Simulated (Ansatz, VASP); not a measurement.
SrTl2Zn2 in VASP and in Ansatz

```
CELL_PARAMETERS angstrom
3.47728 4.47091 0.00000
0.00000 0.00000 5.92635
6.95457 -8.94183 0.00000
ATOMIC_POSITIONS crystal
Sr 0.00000 0.00000 0.00000
Sr 0.00000 0.00000 0.50000
Zn 0.18958 0.50000 0.09479
Zn 0.18958 0.50000 0.59479
Zn 0.81042 0.50000 0.40521
Zn 0.81042 0.50000 0.90521
Tl 0.70401 0.50000 0.14800
Tl 0.70401 0.50000 0.64800
Tl 0.29599 0.50000 0.35200
Tl 0.29599 0.50000 0.85200
```

Alike in both runs: task single point; functional PBE; k mesh 4 × 4 × 2; occupations gaussian, width 0.2 eV; no spin polarisation.

|  | VASP | Ansatz |
| --- | --- | --- |
| version | VASP 6.6.1 | Ansatz 0.2.0 |
| potentials or method | VASP PAW PBE potentials, release 64 (Sr_sv, Zn, Tl_d), cutoff 520 eV | scalar-relativistic, plane waves, PAW |
| valence electrons in the cell | 120 | 120 |

|  | VASP | Ansatz | Ansatz less VASP |
| --- | --- | --- | --- |
| gap on the k mesh at the Fermi level (eV) | none | none | - |
| pressure (GPa) | -0.2 | -0.2 | -0.03 |
| traceless stress, the component that is largest in VASP (GPa) | -0.80 | -0.79 | +0.003 |
| rms of the force components (eV/Å) | 0.034 | 0.036 | +0.0016 |

Atom by atom the forces differ by 0.003 eV/Å (rms over components). A gap of «none» marks a metal or a gap that the smearing closes. The functional is the same, so the differences come from potentials, cutoffs and numerics.

Spin-orbit coupling is off throughout.
